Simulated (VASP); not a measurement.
# Hf (P6_3/mmc) in VASP: a series of runs

The runs below take Hf through single point, relaxation of cell and atoms, with PBEsol.

All numbers are computed with VASP 6.6.1; they aren't measurements. Logs are shortened: lines on timing, memory, paths and dates and some standing lists are left out, and cuts for length are marked.

## Step 1: The cell of the first run

It takes space group P6_3/mmc (No. 194, hexagonal). The conventional cell has a = 3.148 Å, b = 3.148 Å, c = 5.050 Å, α = 90.00°, β = 90.00°, γ = 120.00°. Within 4.1 Å of Hf (site symmetry -6m2) lie 12 Hf at 3.11 to 3.15 Å.

## Step 2: Single point, PBEsol

The input, INCAR:

```
SYSTEM = Hf
PREC = Accurate ; ENCUT = 520
EDIFF = 1E-6 ; ISMEAR = 1
SIGMA = 0.02 ; LREAL = .FALSE.
LASPH = .TRUE. ; NELM = 60
ALGO = Normal ; ISIF = 2
LWAVE = .FALSE. ; LCHARG = .TRUE.
GGA = PS ; LELF = .TRUE.
LVHAR = .TRUE. ; NBANDS = 17
```

The input, KPOINTS:

```
regular mesh
0
G
  7 7 4
  0 0 0
```

The input, POSCAR:

```
Hf
1.0
    3.1480753382      0.0000000000      0.0000000000
   -1.5740376691      2.7263132159      0.0000000000
    0.0000000000      0.0000000000      5.0498234440
Hf
2
Direct
    0.3333333333      0.6666666667      0.2500000000
    0.6666666667      0.3333333333      0.7500000000
```

Potentials or basis: VASP PAW PBE potentials, release 64 (Hf_pv).

On the command line:

```bash
> cat potpaw_PBE.64/Hf_pv/POTCAR > POTCAR
> mpirun -np 1 vasp_std > vasp.out
```

OUTCAR:

```text
SYSTEM = Hf
   PREC = Accurate
   ENCUT = 520
   EDIFF = 1E-6
   ISMEAR = 1
   LREAL = .FALSE.
   LASPH = .TRUE.
   NELM = 60
   ISIF = 2
   GGA = PS

 ion  position               nearest neighbor table
   1  0.333  0.667  0.250-   2 3.11   2 3.11   2 3.11   2 3.11   2 3.11   2 3.11
   2  0.667  0.333  0.750-   1 3.11   1 3.11   1 3.11   1 3.11   1 3.11   1 3.11

  LATTYP: Found a hexagonal cell.
 ALAT       =     3.1480753382
 C/A-ratio  =     1.6040986639

  Lattice vectors:

 A1 = (   3.1480753382,   0.0000000000,   0.0000000000)
 A2 = (  -1.5740376691,   2.7263132159,   0.0000000000)
 A3 = (   0.0000000000,   0.0000000000,   5.0498234440)

Analysis of symmetry for initial positions (statically):
=====================================================================
 Subroutine PRICEL returns:
 Original cell was already a primitive cell.

 Routine SETGRP: Setting up the symmetry group for a
 hexagonal supercell.

 Subroutine GETGRP returns: Found 24 space group operations
 (whereof 12 operations were pure point group operations)
 out of a pool of 24 trial point group operations.

The static configuration has the point symmetry D_3d.
 The point group associated with its full space group is D_6h.

Analysis of symmetry for dynamics (positions and initial velocities):
=====================================================================
 Subroutine PRICEL returns:
 Original cell was already a primitive cell.

 Routine SETGRP: Setting up the symmetry group for a
 hexagonal supercell.

 Subroutine GETGRP returns: Found 24 space group operations
 (whereof 12 operations were pure point group operations)
 out of a pool of 24 trial point group operations.

The dynamic configuration has the point symmetry D_3d.
 The point group associated with its full space group is D_6h.

 Subroutine INISYM returns: Found 24 space group operations
 (whereof 12 operations are pure point group operations),
 and found     1 'primitive' translations

----------------------------------------------------------------------------------------

                                     Primitive cell

  volume of cell :      43.3408

  direct lattice vectors                    reciprocal lattice vectors
     3.148075338  0.000000000  0.000000000     0.317654405  0.183397857  0.000000000
    -1.574037669  2.726313216  0.000000000     0.000000000  0.366795713  0.000000000
     0.000000000  0.000000000  5.049823444     0.000000000  0.000000000  0.198026725

  length of vectors
     3.148075338  3.148075338  5.049823444     0.366795713  0.366795713  0.198026725

  position of ions in fractional coordinates (direct lattice)
     0.333333333  0.666666667  0.250000000
     0.666666667  0.333333333  0.750000000

  ion indices of the primitive-cell ions
   primitive index   ion index
                 1           1
                 2           2

----------------------------------------------------------------------------------------

 KPOINTS: regular mesh

Automatic generation of k-mesh.
 Grid dimensions read from file:
 generate k-points for:    7    7    4

 Generating k-lattice:

  Cartesian coordinates                     Fractional coordinates (reciprocal lattice)
     0.045379201  0.026199694  0.000000000     0.142857143  0.000000000  0.000000000
     0.000000000  0.052399388  0.000000000     0.000000000  0.142857143  0.000000000
     0.000000000  0.000000000  0.049506681     0.000000000  0.000000000  0.250000000

  Length of vectors
     0.052399388  0.052399388  0.049506681

  Shift w.r.t. Gamma in fractional coordinates (k-lattice)
     0.000000000  0.000000000  0.000000000

 Subroutine IBZKPT returns following result:
 ===========================================

 Found     24 irreducible k-points:

 Following reciprocal coordinates:
            Coordinates               Weight
  0.000000  0.000000  0.000000      1.000000
  0.142857  0.000000  0.000000      6.000000
  0.285714 -0.000000  0.000000      6.000000
  0.428571 -0.000000  0.000000      6.000000
  0.142857  0.142857  0.000000      6.000000
  0.285714  0.142857  0.000000     12.000000
[... 16 lines left out ...]
  0.428571  0.142857  0.500000      6.000000
  0.285714  0.285714  0.500000      6.000000
   k-points           NKPTS =     24   k-points in BZ     NKDIM =     24   number of bands    NBANDS=     17
   number of dos      NEDOS =    301   number of ions     NIONS =      2
   total plane-waves  NPLWV =  23040
   dimension x,y,z NGX =    24 NGY =   24 NGZ =   40
   dimension x,y,z NGXF=    48 NGYF=   48 NGZF=   80
   ions per type =               2
   NGX,Y,Z   is equivalent  to a cutoff of  12.67, 12.67, 13.17 a.u.
   NGXF,Y,Z  is equivalent  to a cutoff of  25.35, 25.35, 26.34 a.u.
 SYSTEM =  Hf
   PREC   = accura    normal or accurate (medium, high low for compatibility)
   ISTART =      0    job   : 0-new  1-cont  2-samecut
   ICHARG =      2    charge: 1-file 2-atom 10-const
   ISPIN  =      1    spin polarized calculation?
   LNONCOLLINEAR =      F non collinear calculations
   LSORBIT =      F    spin-orbit coupling
   LASPH  =      T    aspherical Exc in radial PAW
   ENCUT  =  520.0 eV  38.22 Ry    6.18 a.u.   5.85  5.85  9.39*2*pi/ulx,y,z
   NELM   =     60;   NELMIN=  2; NELMDL= -5     # of ELM steps
   EDIFF  = 0.1E-05   stopping-criterion for ELM
   LREAL  =      F    real-space projection
   EDIFFG = 0.1E-04   stopping-criterion for IOM
   NSW    =      0    number of steps for IOM
   IBRION =     -1    ionic relax: 0-MD 1-quasi-New 2-CG
   NFREE  =      0    steps in history (QN), initial steepest desc. (CG)
   ISIF   =      2    stress and relaxation
   ISYM   =      2    0-nonsym 1-usesym 2-fastsym
   POTIM  = 0.5000    time-step for ionic-motion
   TEBEG  =    0.0;   TEEND  =   0.0 temperature during run
   PSTRESS=    0.0 pullay stress
   NELECT =      20.0000    total number of electrons
   NUPDOWN=      -1.0000    fix difference up-down
   EMIN   =  10.00;   EMAX   =-10.00  energy-range for DOS
   EFERMI =   0.00;   METHOD = LEGACY
   ISMEAR =     1;   SIGMA  =   0.02  broadening in eV -4-tet -1-fermi 0-gaus
   EFERMI_NEDOS =   21; number of points for ismear=-14 and -15
   IALGO  =     38    algorithm
   IMIX   =      4    mixing-type and parameters
     AMIX     =   0.40;   BMIX     =  1.00
     AMIX_MAG =   1.60;   BMIX_MAG =  1.00
  volume/ion in A,a.u.               =      21.67       146.24
  Fermi-wavevector in a.u.,A,eV,Ry     =   1.265083  2.390661 21.775252  1.600436
  Thomas-Fermi vector in A             =   2.398355
   LORBIT       =      0    0 simple, 1 ext, 2 COOP (PROOUT), +10 PAW based schemes
   GGA     = PS    functional components
   LHFCALC =     F    Hartree Fock is set to
   AEXX    =    0.0000 exact exchange contribution
   IVDW    =     0    specifies the selected vdW correction
   LEPSILON=     F    determine dielectric tensor
   LRPA    =     F    only Hartree local field effects (RPA)
 non-spin polarized calculation
 Methfessel and Paxton  Order N= 1 SIGMA  =   0.02
  energy-cutoff  :      520.00
  volume of cell :       43.34
 maximum number of plane-waves:      1194
 NGX is ok and might be reduce to    24
   NGX = 11   NGY = 11   NGZ = 19

 number of electron      19.9999996 magnetization

 Free energy of the ion-electron system (eV)
  ---------------------------------------------------
  ext. energy  EPLUGINS =         0.00000000
  ---------------------------------------------------
  free energy    TOTEN  =       -21.00441909 eV

  energy without entropy =      -21.00431735  energy(sigma->0) =      -21.00438518

 E-fermi :   5.0577     XC(G=0): -11.5382

 val. band max:        5.0537117130   @ k =   0.0000   0.0000   0.5000
 cond. band min:       5.0617183077   @ k =   0.0000   0.0000   0.2500
 fundamental gap:      0.0080065947
 Fermi energy:         5.0577150769

 k-point     1 :       0.0000    0.0000    0.0000
  band No.  band energies     occupation
      1     -26.0039      2.00000
      2     -25.1906      2.00000
      3     -25.1906      2.00000
      4     -25.0606      2.00000
      5     -25.0584      2.00000
      6     -25.0584      2.00000
[... 9 lines left out ...]
     16       7.7837      0.00000
     17      10.5041      0.00000

 k-point     2 :       0.1429    0.0000    0.0000
  band No.  band energies     occupation
      1     -25.9464      2.00000
      2     -25.3174      2.00000
      3     -25.2311      2.00000
      4     -25.1899      2.00000
      5     -25.0856      2.00000
      6     -25.0767      2.00000
[... 9 lines left out ...]
     16       7.5739      0.00000
     17      10.9040      0.00000

 k-point     3 :       0.2857   -0.0000    0.0000
  band No.  band energies     occupation
      1     -25.7971      2.00000
      2     -25.6014      2.00000
      3     -25.4665      2.00000
      4     -25.3166      2.00000
      5     -25.1612      2.00000
      6     -25.1222      2.00000
[... 9 lines left out ...]
     16       9.1573      0.00000
     17      11.3966      0.00000

 k-point     4 :       0.4286   -0.0000    0.0000
  band No.  band energies     occupation
      1     -25.8261      2.00000
      2     -25.6730      2.00000
      3     -25.6314      2.00000
      4     -25.3816      2.00000
      5     -25.2673      2.00000
      6     -25.1610      2.00000
[... 9 lines left out ...]
     16      11.1037      0.00000
     17      11.5975      0.00000

 k-point     5 :       0.1429    0.1429    0.0000
  band No.  band energies     occupation
      1     -25.8424      2.00000
      2     -25.4754      2.00000
      3     -25.4407      2.00000
      4     -25.2623      2.00000
      5     -25.1409      2.00000
      6     -25.1364      2.00000
[... 9 lines left out ...]
     16       8.9246      0.00000
     17      11.0723      0.00000

 k-point     6 :       0.2857    0.1429    0.0000
  band No.  band energies     occupation
      1     -25.7123      2.00000
      2     -25.6769      2.00000
      3     -25.6090      2.00000
      4     -25.3912      2.00000
      5     -25.2351      2.00000
      6     -25.2191      2.00000
[... 9 lines left out ...]
     16      11.0489      0.00000
     17      11.1813      0.00000

 k-point     7 :       0.4286    0.1429    0.0000
  band No.  band energies     occupation
      1     -25.8211      2.00000
      2     -25.6669      2.00000
      3     -25.5635      2.00000
      4     -25.4598      2.00000
      5     -25.3185      2.00000
      6     -25.2509      2.00000
[... 9 lines left out ...]
     16      11.2046      0.00000
     17      12.2320      0.00000

 k-point     8 :       0.2857    0.2857    0.0000
  band No.  band energies     occupation
      1     -25.7387      2.00000
      2     -25.6332      2.00000
      3     -25.5235      2.00000
      4     -25.5221      2.00000
      5     -25.3813      2.00000
      6     -25.3510      2.00000
[... 9 lines left out ...]
     16      10.8565      0.00000
     17      11.8010      0.00000
[... 203 lines left out ...]
      1     -25.7207      2.00000
      2     -25.7207      2.00000
      3     -25.2941      2.00000
      4     -25.2941      2.00000
      5     -25.2204      2.00000
      6     -25.2204      2.00000
[... 9 lines left out ...]
     16       9.9674      0.00000
     17      10.2003      0.00000

 k-point    20 :       0.4286   -0.0000    0.5000
  band No.  band energies     occupation
      1     -25.8931      2.00000
      2     -25.8931      2.00000
      3     -25.2990      2.00000
      4     -25.2990      2.00000
      5     -25.2725      2.00000
      6     -25.2725      2.00000
[... 9 lines left out ...]
     16      10.9045      0.00000
     17      11.1499      0.00000

 k-point    21 :       0.1429    0.1429    0.5000
  band No.  band energies     occupation
      1     -25.6588      2.00000
      2     -25.6588      2.00000
      3     -25.2911      2.00000
      4     -25.2911      2.00000
      5     -25.2047      2.00000
      6     -25.2047      2.00000
[... 9 lines left out ...]
     16       9.6148      0.00000
     17      10.4511      0.00000

 k-point    22 :       0.2857    0.1429    0.5000
  band No.  band energies     occupation
      1     -25.8079      2.00000
      2     -25.8079      2.00000
      3     -25.3755      2.00000
      4     -25.3755      2.00000
      5     -25.2347      2.00000
      6     -25.2347      2.00000
[... 9 lines left out ...]
     16      10.4578      0.00000
     17      11.3750      0.00000

 k-point    23 :       0.4286    0.1429    0.5000
  band No.  band energies     occupation
      1     -25.8818      2.00000
      2     -25.8818      2.00000
      3     -25.4159      2.00000
      4     -25.4159      2.00000
      5     -25.2351      2.00000
      6     -25.2351      2.00000
[... 9 lines left out ...]
     16      10.7718      0.00000
     17      12.4603      0.00000

 k-point    24 :       0.2857    0.2857    0.5000
  band No.  band energies     occupation
      1     -25.8122      2.00000
      2     -25.8122      2.00000
      3     -25.5334      2.00000
      4     -25.5334      2.00000
      5     -25.2209      2.00000
      6     -25.2209      2.00000
[... 9 lines left out ...]
     16      10.6042      0.00000
     17      13.1396      0.00000

------------------------ aborting loop because EDIFF is reached ----------------------------------------

  FORCE on cell =-STRESS in cart. coord.  units (eV):
  Direction    XX          YY          ZZ          XY          YZ          ZX
  --------------------------------------------------------------------------------------
  -------------------------------------------------------------------------------------
  Total       -0.0872301     -0.0872301     -0.1180329      0.0000000     -0.0000000      0.0000000
  in kB       -3.2246303     -3.2246303     -4.3633142      0.0000000     -0.0000000      0.0000000
  external PRESSURE =      -3.6041916 kB  Pullay stress =       0.0000000 kB

 VOLUME and BASIS-vectors are now :
 -----------------------------------------------------------------------------
  energy-cutoff  :      520.00
  volume of cell :       43.34
      direct lattice vectors                 reciprocal lattice vectors
     3.148075338  0.000000000  0.000000000     0.317654405  0.183397857  0.000000000
    -1.574037669  2.726313216  0.000000000     0.000000000  0.366795713  0.000000000
     0.000000000  0.000000000  5.049823444     0.000000000  0.000000000  0.198026725

 POSITION                                       TOTAL-FORCE (eV/Angst)
 -----------------------------------------------------------------------------------
     -0.00000      1.81754      1.26246         0.000000      0.000000      0.000000
      1.57404      0.90877      3.78737        -0.000000      0.000000      0.000000
 -----------------------------------------------------------------------------------
    total drift:                               -0.000000      0.000000     -0.000000

  FREE ENERGIE OF THE ION-ELECTRON SYSTEM (eV)
  ---------------------------------------------------
  free  energy   TOTEN  =       -21.0044190924 eV

  energy  without entropy=      -21.0043173460  energy(sigma->0) =      -21.00438518
```

It took 11 s on 1 thread of AMD EPYC 9R45 (Zen 5), shared host; peak memory 0.13 GiB.

What came out:

```
Free energy            : -21.0044 eV
Pressure               : -0.4 GPa
Band gap on the k mesh : zero (band 10 reaches 6.18 eV, above the bottom of band 11 at 4.81 eV)
```

Stress tensor (GPa, compression positive):
```
-0.32  0.00  0.00
 0.00 -0.32  0.00
 0.00  0.00 -0.44
```

Caveat: the PAW data sets were made with another functional, which shifts forces and pressure a little; spin-orbit coupling is left out, which moves the levels of the heavy elements.

## Step 3: Relaxation of cell and atoms, PBEsol

This run uses another cell than the first one, of 22.38 Å³/atom, 1.033 times its volume.

The input, INCAR:

```
PREC = Accurate
ENCUT = 600
EDIFF = 1E-6
ISMEAR = 1
SIGMA = 0.02
LREAL = F
LASPH = T
NELM = 100
ALGO = Normal
ISIF = 3
LWAVE = F
LCHARG = F
GGA = PS
IBRION = 2
NSW = 80
EDIFFG = -0.02
```

The input, KPOINTS:

```
Automatic mesh
0
Gamma
  7 7 4
```

The input, POSCAR:

```
Hf
1.0
    3.1967000000      0.0000000000      0.0000000000
   -1.5983500000      2.7684234100      0.0000000000
    0.0000000000      0.0000000000      5.0578000000
Hf
2
Direct
    0.3333333333      0.6666666667      0.2500000000
    0.6666666667      0.3333333333      0.7500000000
```

Potentials or basis: VASP PAW PBE potentials, release 64 (Hf_pv).

On the command line:

```bash
> cat potpaw_PBE.64/Hf_pv/POTCAR > POTCAR
> mpirun -np 1 vasp_std > vasp.out
```

It took 40 s on 1 thread of AMD EPYC 9R45 (Zen 5), shared host; peak memory 0.16 GiB.

The run converged. Its results:

- Free energy: -21.0051 eV
- Relaxed volume: 21.60 Å³/atom
- Relaxed cell: a = 3.145 Å, b = 3.145 Å, c = 5.041 Å, α = 90.00°, β = 90.00°, γ = 120.00°
- Space group after relaxing (to 0.05 Å): P6_3/mmc (No. 194)
- Energy gained by relaxing: 10.4 meV/atom
- Ionic steps: 5
- Pressure after relaxing: 0.0 GPa
- Band gap on the k mesh: zero (band 10 reaches 6.20 eV, above the bottom of band 11 at 4.83 eV)

Step by step:
```
step  energy change (eV)  largest force (eV/Å)  pressure (GPa)  volume (Å³)
   1              0.0000                0.0000           -3.78        44.76
   2              0.0079                0.0000            5.38        41.43
   3             -0.0200                0.0000            0.07        43.19
   4             -0.0200                0.0000            0.15        43.16
   5             -0.0208                0.0000            0.02        43.20
```

Final structure:
```xyz
2
Lattice="3.1455 0.0000 0.0000 -1.5727 2.7241 0.0000 0.0000 0.0000 5.0414" Properties=species:S:1:pos:R:3 pbc="T T T"
Hf    0.0000    1.8160    1.2604
Hf    1.5727    0.9080    3.7811
```

Levels at points of the mesh, in eV from the Fermi level:
```tsv
k point	band 6	band 7	band 8	band 9	band 10	band 11	band 12	band 13	band 14
(0.00, 0.00, 0.00)	-30.11	-7.59	-3.94	0.61	1.11	1.11	1.26	1.94	1.94
(0.00, 0.00, 0.50)	-30.18	-5.59	-5.59	-0.01	-0.01	1.02	1.02	1.02	1.02
```

Caveat: the PAW data sets were made with another functional, which shifts forces and pressure a little; spin-orbit coupling is left out, which moves the levels of the heavy elements.
